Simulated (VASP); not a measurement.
Write the native input for VASP 6.6.1 that does the following.

```
Task                   : single point
Functional             : r2SCAN
Potentials or basis    : VASP PAW PBE potentials, release 64 (Al, As)
Cutoff                 : 520 eV
k mesh                 : 4 × 4 × 4
Occupations            : gaussian, width 0.1 eV
Spin                   : no spin polarisation
Dipole correction      : no
Further INCAR settings : ALGO = Normal; EDIFF = 1e-07; NBANDS = 20
```

Al2As:

```xyz
6
Lattice="3.9511 0.0000 0.0000 0.0000 3.9511 0.0000 0.0000 0.0000 6.0286" Properties=species:S:1:pos:R:3 pbc="T T T"
Al    0.0000    0.0000    0.0000
Al    1.9756    1.9756    0.0000
Al    0.0000    1.9756    1.6277
Al    1.9756    0.0000    4.4009
As    0.0000    1.9756    4.2201
As    1.9756    0.0000    1.8086
```

These files were run (other wordings do the same):

POSCAR

```
Al2As
1.0
    3.9511325383      0.0000000000      0.0000000000
    0.0000000000      3.9511325383      0.0000000000
    0.0000000000      0.0000000000      6.0286443614
Al As
4 2
Direct
    0.0000000000      0.0000000000      0.0000000000
    0.5000000000      0.5000000000      0.0000000000
    0.0000000000      0.5000000000      0.2700000000
    0.5000000000      0.0000000000      0.7300000000
    0.0000000000      0.5000000000      0.7000000000
    0.5000000000      0.0000000000      0.3000000000
```

INCAR.step1

```
PREC = Accurate
ENCUT = 520
ISMEAR = 0
SIGMA = 0.1
LREAL = F
LASPH = T
NELM = 80
NBANDS = 20
GGA = PE
ALGO = Normal
EDIFF = 1E-4
LWAVE = T
LCHARG = F
```

INCAR.step2

```
PREC = Accurate
ENCUT = 520
EDIFF = 1E-7
ISMEAR = 0
SIGMA = 0.1
LREAL = F
LASPH = T
NELM = 80
ALGO = Normal
ISIF = 2
LWAVE = F
LCHARG = T
METAGGA = R2SCAN
LMIXTAU = T
LELF = T
LVHAR = T
NBANDS = 20
ISTART = 1
```

KPOINTS

```
Automatic mesh
0
Gamma
  4 4 4
```

Potentials or basis: VASP PAW PBE potentials, release 64 (Al, As).

The run is started by

```bash
$ cat potpaw_PBE.64/Al/POTCAR potpaw_PBE.64/As/POTCAR > POTCAR
$ cp INCAR.step1 INCAR
$ mpirun -np 1 vasp_std > vasp.out
$ cp INCAR.step2 INCAR
$ mpirun -np 1 vasp_std > vasp.out
```

Results of the run:

```json
{"Pressure": "16.1 GPa", "Largest force": "2.282 eV/Å", "Band gap on the k mesh": "zero (bands 11 and 12 overlap by 2.83 eV)"}
```

Caveat: the k points lie up to 0.40 Å⁻¹ apart, too coarse for converged energies and pressures of a metal; the PAW data sets were made with another functional, which shifts forces and pressure a little.

Run time: 79 s on 1 thread of Intel(R) Xeon(R) 6975P-C (Granite Rapids) (shared host), peak memory 0.21 GiB.
